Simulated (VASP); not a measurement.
# Na (I4/mmm) in VASP: notebook

Runs on Na. Level: PBE. Tasks: single point.

All numbers are computed with VASP 6.6.1; they aren't measurements. Logs are shortened: lines on timing, memory, paths and dates and some standing lists are left out, and cuts for length are marked.

## 1. The cell of the first run

It takes space group I4/mmm (No. 139, tetragonal). Conventional cell: a = 4.235 Å, b = 4.235 Å, c = 4.150 Å, α = 90.00°, β = 90.00°, γ = 90.00°. Within 4.8 Å of Na (site symmetry 4/mmm) lie 14 Na at 3.64 to 4.24 Å.

## 2. Single point, PBE (strain -0.0200 x Voigt [0, 1, 0, 0, 0, 0])

INCAR reads:

```
SYSTEM = Na
PREC = Accurate
ENCUT = 520
EDIFF = 1E-6
ISMEAR = 0
SIGMA = 0.15
LREAL = .False.
LASPH = .True.
NELM = 60
ALGO = Normal
ISIF = 2
LWAVE = .False.
LCHARG = .False.
GGA = PE
NBANDS = 10
```

KPOINTS reads:

```
Automatic mesh
0
Gamma
  16 16 16
  0 0 0
```

POSCAR reads:

```
Na
1.0
   -2.1175000000      2.0751500000      2.1175000000
    2.1175000000     -2.0751500000      2.1175000000
    2.1175000000      2.0751500000     -2.1175000000
Na
1
Direct
    0.0000000000      0.0000000000      0.0000000000
```

Potentials or basis: VASP PAW PBE potentials, release 64 (Na_pv).

The run is started by

```bash
$ cat potpaw_PBE.64/Na_pv/POTCAR > POTCAR
$ mpirun -np 1 vasp_std > vasp.out
```

OUTCAR:

```text
SYSTEM = Na
   PREC = Accurate
   ENCUT = 520
   EDIFF = 1E-6
   ISMEAR = 0
   LREAL = .False.
   LASPH = .True.
   NELM = 60
   ISIF = 2
   GGA = PE

 ion  position               nearest neighbor table
   1  0.000  0.000  0.000-

  LATTYP: Found a body centered tetragonal cell.
 ALAT       =     4.2350000000
 C/A-ratio  =     0.9800000000

  Lattice vectors:

 A1 = (  -2.1175000000,  -2.0751500000,   2.1175000000)
 A2 = (   2.1175000000,  -2.0751500000,  -2.1175000000)
 A3 = (   2.1175000000,   2.0751500000,   2.1175000000)

Analysis of symmetry for initial positions (statically):
=====================================================================
 Subroutine PRICEL returns:
 Original cell was already a primitive cell.

 Routine SETGRP: Setting up the symmetry group for a
 body centered tetragonal supercell.

 Subroutine GETGRP returns: Found 16 space group operations
 (whereof 16 operations were pure point group operations)
 out of a pool of 16 trial point group operations.

The static configuration has the point symmetry D_4h.

Analysis of symmetry for dynamics (positions and initial velocities):
=====================================================================
 Subroutine PRICEL returns:
 Original cell was already a primitive cell.

 Routine SETGRP: Setting up the symmetry group for a
 body centered tetragonal supercell.

 Subroutine GETGRP returns: Found 16 space group operations
 (whereof 16 operations were pure point group operations)
 out of a pool of 16 trial point group operations.

The dynamic configuration has the point symmetry D_4h.

 Subroutine INISYM returns: Found 16 space group operations
 (whereof 16 operations are pure point group operations),
 and found     1 'primitive' translations

----------------------------------------------------------------------------------------

                                     Primitive cell

  volume of cell :      37.2183

  direct lattice vectors                    reciprocal lattice vectors
    -2.117500000  2.075150000  2.117500000     0.000000000  0.240946438  0.236127509
     2.117500000 -2.075150000  2.117500000     0.236127509  0.000000000  0.236127509
     2.117500000  2.075150000 -2.117500000     0.236127509  0.240946438  0.000000000

  length of vectors
     3.643330897  3.643330897  3.643330897     0.337359432  0.333934725  0.337359432

  position of ions in fractional coordinates (direct lattice)
     0.000000000  0.000000000  0.000000000

  ion indices of the primitive-cell ions
   primitive index   ion index
                 1           1

----------------------------------------------------------------------------------------

 KPOINTS: Automatic mesh

Automatic generation of k-mesh.
 Grid dimensions read from file:
 generate k-points for:   16   16   16

 Generating k-lattice:

  Cartesian coordinates                     Fractional coordinates (reciprocal lattice)
     0.000000000  0.015059152  0.014757969     0.062500000  0.000000000 -0.000000000
     0.014757969  0.000000000  0.014757969     0.000000000  0.062500000  0.000000000
     0.014757969  0.015059152  0.000000000    -0.000000000  0.000000000  0.062500000

  Length of vectors
     0.021084964  0.020870920  0.021084964

  Shift w.r.t. Gamma in fractional coordinates (k-lattice)
     0.000000000  0.000000000  0.000000000

 Subroutine IBZKPT returns following result:
 ===========================================

 Found    349 irreducible k-points:

 Following reciprocal coordinates:
            Coordinates               Weight
  0.000000  0.000000  0.000000      1.000000
  0.062500 -0.000000  0.000000      8.000000
  0.125000 -0.000000  0.000000      8.000000
  0.187500 -0.000000  0.000000      8.000000
  0.250000 -0.000000  0.000000      8.000000
  0.312500 -0.000000  0.000000      8.000000
[... 16 lines left out ...]
 -0.187500  0.062500 -0.000000     16.000000
 -0.125000  0.062500 -0.000000      8.000000
 [... further k-points ...]
   k-points           NKPTS =    349   k-points in BZ     NKDIM =    349   number of bands    NBANDS=     10
   number of dos      NEDOS =    301   number of ions     NIONS =      1
   total plane-waves  NPLWV =  21952
   dimension x,y,z NGX =    28 NGY =   28 NGZ =   28
   dimension x,y,z NGXF=    56 NGYF=   56 NGZF=   56
   ions per type =               1
   NGX,Y,Z   is equivalent  to a cutoff of  12.78, 12.78, 12.78 a.u.
   NGXF,Y,Z  is equivalent  to a cutoff of  25.55, 25.55, 25.55 a.u.
 SYSTEM =  Na
   PREC   = accura    normal or accurate (medium, high low for compatibility)
   ISTART =      0    job   : 0-new  1-cont  2-samecut
   ICHARG =      2    charge: 1-file 2-atom 10-const
   ISPIN  =      1    spin polarized calculation?
   LNONCOLLINEAR =      F non collinear calculations
   LSORBIT =      F    spin-orbit coupling
   LASPH  =      T    aspherical Exc in radial PAW
   ENCUT  =  520.0 eV  38.22 Ry    6.18 a.u.   6.77  6.77  6.77*2*pi/ulx,y,z
   NELM   =     60;   NELMIN=  2; NELMDL= -5     # of ELM steps
   EDIFF  = 0.1E-05   stopping-criterion for ELM
   LREAL  =      F    real-space projection
   EDIFFG = 0.1E-04   stopping-criterion for IOM
   NSW    =      0    number of steps for IOM
   IBRION =     -1    ionic relax: 0-MD 1-quasi-New 2-CG
   NFREE  =      0    steps in history (QN), initial steepest desc. (CG)
   ISIF   =      2    stress and relaxation
   ISYM   =      2    0-nonsym 1-usesym 2-fastsym
   POTIM  = 0.5000    time-step for ionic-motion
   TEBEG  =    0.0;   TEEND  =   0.0 temperature during run
   PSTRESS=    0.0 pullay stress
   NELECT =       7.0000    total number of electrons
   NUPDOWN=      -1.0000    fix difference up-down
   EMIN   =  10.00;   EMAX   =-10.00  energy-range for DOS
   EFERMI =   0.00;   METHOD = LEGACY
   ISMEAR =     0;   SIGMA  =   0.15  broadening in eV -4-tet -1-fermi 0-gaus
   EFERMI_NEDOS =   21; number of points for ismear=-14 and -15
   IALGO  =     38    algorithm
   IMIX   =      4    mixing-type and parameters
     AMIX     =   0.40;   BMIX     =  1.00
     AMIX_MAG =   1.60;   BMIX_MAG =  1.00
  volume/ion in A,a.u.               =      37.22       251.16
  Fermi-wavevector in a.u.,A,eV,Ry     =   0.937970  1.772505 11.970227  0.879787
  Thomas-Fermi vector in A             =   2.065134
   LORBIT       =      0    0 simple, 1 ext, 2 COOP (PROOUT), +10 PAW based schemes
   GGA     = PE    functional components
   LHFCALC =     F    Hartree Fock is set to
   AEXX    =    0.0000 exact exchange contribution
   IVDW    =     0    specifies the selected vdW correction
   LEPSILON=     F    determine dielectric tensor
   LRPA    =     F    only Hartree local field effects (RPA)
 non-spin polarized calculation
 Gauss-broadening in eV      SIGMA  =   0.15
  energy-cutoff  :      520.00
  volume of cell :       37.22
 maximum number of plane-waves:      1016
   NGX = 13   NGY = 13   NGZ = 13

 number of electron       7.0000006 magnetization

 Free energy of the ion-electron system (eV)
  ---------------------------------------------------
  ext. energy  EPLUGINS =         0.00000000
  ---------------------------------------------------
  free energy    TOTEN  =        -1.31406318 eV

  energy without entropy =       -1.30895673  energy(sigma->0) =       -1.31150996

 E-fermi :   0.3193     XC(G=0):  -6.4920

 val. band max:        0.2990294136   @ k =   0.3125   0.1875   0.0000
 cond. band min:       0.3271655695   @ k =  -0.0625   0.4375   0.0625
 fundamental gap:      0.0281361559
 Fermi energy:         0.3193179494

 k-point     1 :       0.0000    0.0000    0.0000
  band No.  band energies     occupation
      1     -24.5871      2.00000
      2     -24.5870      2.00000
      3     -24.5870      2.00000
      4      -2.9522      2.00000
      5      11.8219      0.00000
      6      12.1300      0.00000
      7      12.1301      0.00000
      8      12.8727      0.00000
      9      13.1771      0.00000
     10      13.4530      0.00000

 k-point     2 :       0.0625   -0.0000    0.0000
  band No.  band energies     occupation
      1     -24.5884      2.00000
      2     -24.5875      2.00000
      3     -24.5871      2.00000
      4      -2.8830      2.00000
      5      11.1507      0.00000
      6      11.4214      0.00000
      7      11.7598      0.00000
      8      12.2996      0.00000
      9      12.6359      0.00000
     10      13.8324      0.00000

 k-point     3 :       0.1250   -0.0000    0.0000
  band No.  band energies     occupation
      1     -24.5923      2.00000
      2     -24.5888      2.00000
      3     -24.5871      2.00000
      4      -2.6761      2.00000
      5       9.5111      0.00000
      6      10.7081      0.00000
      7      11.1806      0.00000
      8      11.5760      0.00000
      9      12.3332      0.00000
     10      13.9404      0.00000

 k-point     4 :       0.1875   -0.0000    0.0000
  band No.  band energies     occupation
      1     -24.5980      2.00000
      2     -24.5908      2.00000
      3     -24.5871      2.00000
      4      -2.3330      2.00000
      5       7.9006      0.00000
      6      10.0318      0.00000
      7      10.6393      0.00000
      8      10.9346      0.00000
      9      11.9498      0.00000
     10      14.1788      0.00000
[... 222 lines left out ...]
 k-point    22 :      -0.2500    0.0625   -0.0000
  band No.  band energies     occupation
      1     -24.6019      2.00000
      2     -24.5917      2.00000
      3     -24.5877      2.00000
      4      -2.0560      2.00000
      5       7.1423      0.00000
      6       9.0016      0.00000
      7      10.1435      0.00000
      8      11.1595      0.00000
      9      12.2291      0.00000
     10      13.6538      0.00000

 k-point    23 :      -0.1875    0.0625   -0.0000
  band No.  band energies     occupation
      1     -24.5959      2.00000
      2     -24.5895      2.00000
      3     -24.5876      2.00000
      4      -2.4672      2.00000
      5       8.6900      0.00000
      6       9.6401      0.00000
      7      10.6520      0.00000
      8      11.7135      0.00000
      9      12.4358      0.00000
     10      13.6009      0.00000

 k-point    24 :      -0.1250    0.0625   -0.0000
  band No.  band energies     occupation
      1     -24.5911      2.00000
      2     -24.5879      2.00000
      3     -24.5875      2.00000
      4      -2.7436      2.00000
      5      10.2134      0.00000
      6      10.4583      0.00000
      7      11.2066      0.00000
      8      12.1956      0.00000
      9      12.5126      0.00000
     10      13.7217      0.00000

 [... further k-points ...]

------------------------ aborting loop because EDIFF is reached ----------------------------------------

  FORCE on cell =-STRESS in cart. coord.  units (eV):
  Direction    XX          YY          ZZ          XY          YZ          ZX
  --------------------------------------------------------------------------------------
  -------------------------------------------------------------------------------------
  Total       -0.0212788     -0.0118959     -0.0212788      0.0000000     -0.0000000      0.0000000
  in kB       -0.9160119     -0.5120958     -0.9160119      0.0000000     -0.0000000      0.0000000
  external PRESSURE =      -0.7813732 kB  Pullay stress =       0.0000000 kB

 VOLUME and BASIS-vectors are now :
 -----------------------------------------------------------------------------
  energy-cutoff  :      520.00
  volume of cell :       37.22
      direct lattice vectors                 reciprocal lattice vectors
    -2.117500000  2.075150000  2.117500000     0.000000000  0.240946438  0.236127509
     2.117500000 -2.075150000  2.117500000     0.236127509  0.000000000  0.236127509
     2.117500000  2.075150000 -2.117500000     0.236127509  0.240946438  0.000000000

 POSITION                                       TOTAL-FORCE (eV/Angst)
 -----------------------------------------------------------------------------------
      0.00000      0.00000      0.00000         0.000000      0.000000      0.000000
 -----------------------------------------------------------------------------------
    total drift:                               -0.000000     -0.000000     -0.000000

  FREE ENERGIE OF THE ION-ELECTRON SYSTEM (eV)
  ---------------------------------------------------
  free  energy   TOTEN  =        -1.3140631824 eV

  energy  without entropy=       -1.3089567333  energy(sigma->0) =       -1.31150996
```

Run time: 58 s. Hardware: 1 thread of Intel Xeon 8259CL, shared host; peak memory 0.23 GiB.

Results:

```
Free energy            : -1.3141 eV
Pressure               : -0.1 GPa
Band gap on the k mesh : zero (an odd number of electrons rules out a gap without spin polarisation)
```

Caveat: the cell differs from its parent crystal (strain -0.0200 x Voigt [0, 1, 0, 0, 0, 0]).

## 3. Single point, PBE (strain -0.0150 x Voigt [0, 1, 0, 0, 0, 0])

INCAR reads:

```
SYSTEM = Na
  PREC = Accurate
  ENCUT = 520
  EDIFF = 1E-7
  ISMEAR = 0
  SIGMA = 0.15
  LREAL = .False.
  LASPH = .True.
  NELM = 80
  ALGO = Normal
  ISIF = 2
  LWAVE = .False.
  LCHARG = .False.
  GGA = PE
  NBANDS = 10
```

KPOINTS reads:

```
regular mesh
0
Gamma
  16 16 16
  0 0 0
```

POSCAR reads:

```
Na
1.0
   -2.1175000000      2.0857375000      2.1175000000
    2.1175000000     -2.0857375000      2.1175000000
    2.1175000000      2.0857375000     -2.1175000000
Na
1
Direct
    0.0000000000      0.0000000000      0.0000000000
```

Potentials or basis: VASP PAW PBE potentials, release 64 (Na_pv).

The run is started by

```bash
$ cat potpaw_PBE.64/Na_pv/POTCAR > POTCAR
$ mpirun -np 1 vasp_std > vasp.out
```

It took 97 s on 1 thread of Intel Xeon 8259CL, shared host; peak memory 0.23 GiB.

It converged, with:

- Free energy: -1.3140 eV
- Pressure: -0.1 GPa
- Band gap on the k mesh: zero (an odd number of electrons rules out a gap without spin polarisation)

Levels at points of the mesh, in eV from the Fermi level:
```csv
k point,band 1,band 2,band 3,band 4,band 5,band 6
"(0.00, 0.00, 0.00)",-24.91,-24.91,-24.91,-3.26,11.52,11.75
"(0.50, 0.00, 0.00)",-24.94,-24.92,-24.91,0.77,1.23,8.10
"(0.00, 0.50, 0.00)",-24.94,-24.92,-24.91,0.72,1.16,8.30
"(0.50, 0.50, 0.50)",-24.94,-24.94,-24.93,4.44,4.56,4.78
```

Caveat: the cell differs from its parent crystal (strain -0.0150 x Voigt [0, 1, 0, 0, 0, 0]).

## 4. Single point, PBE (strain -0.0100 x Voigt [0, 1, 0, 0, 0, 0])

INCAR reads:

```
SYSTEM = Na
PREC = Accurate ; ENCUT = 520
EDIFF = 1E-7 ; ISMEAR = 0
SIGMA = 0.15 ; LREAL = .False.
LASPH = .True. ; NELM = 60
ALGO = Fast ; ISIF = 2
LWAVE = .False. ; LCHARG = .True.
GGA = PE ; LELF = .True.
LVHAR = .True. ; NBANDS = 10
```

KPOINTS reads:

```
Automatic mesh
0
Gamma
  16 16 16
  0 0 0
```

POSCAR reads:

```
Na
1.0
   -2.1175000000      2.0963250000      2.1175000000
    2.1175000000     -2.0963250000      2.1175000000
    2.1175000000      2.0963250000     -2.1175000000
Na
1
Direct
    0.0000000000      0.0000000000      0.0000000000
```

The run is started by

```bash
$ cat potpaw_PBE.64/Na_pv/POTCAR > POTCAR
$ mpirun -np 1 vasp_std > vasp.out
```

It took 3.1 min on 1 thread of Intel Xeon 8259CL, shared host; peak memory 0.23 GiB.

It converged, with:

| Quantity | Value |
| --- | --- |
| Free energy | -1.3139 eV |
| Pressure | -0.1 GPa |
| Band gap on the k mesh | zero (an odd number of electrons rules out a gap without spin polarisation) |

Levels at points of the mesh, in eV from the Fermi level:
```tsv
k point	band 1	band 2	band 3	band 4	band 5	band 6	band 7	band 8
(0.00, 0.00, 0.00)	-24.91	-24.91	-24.91	-3.25	11.54	11.69	11.69	12.56
(0.50, 0.00, 0.00)	-24.95	-24.93	-24.91	0.76	1.22	8.10	9.02	9.13
(0.00, 0.50, 0.00)	-24.95	-24.93	-24.91	0.73	1.17	8.23	9.14	9.26
(0.50, 0.50, 0.50)	-24.94	-24.94	-24.94	4.45	4.54	4.79	4.79	4.96
```

Caveat: the cell differs from its parent crystal (strain -0.0100 x Voigt [0, 1, 0, 0, 0, 0]).

## 5. The runs side by side

| cell | gap on the mesh (eV) | pressure (GPa) |
| --- | --- | --- |
| a = 3.643 Å, angles 108.9, 110.6, 108.9°, 1 atom | none | -0.1 |
| a = 3.649 Å, angles 109.1, 110.3, 109.1°, 1 atom | none | -0.1 |
| a = 3.655 Å, angles 109.2, 110.0, 109.2°, 1 atom | none | -0.1 |

Alike in all rows: task single point; level PBE; potentials or basis VASP PAW PBE potentials, release 64 (Na_pv); no spin polarisation; k mesh 16 × 16 × 16; cutoff (eV) 520; smearing gaussian 0.15 eV.

Total energies depend on the potentials used, so only differences within one code and one set of settings carry meaning.
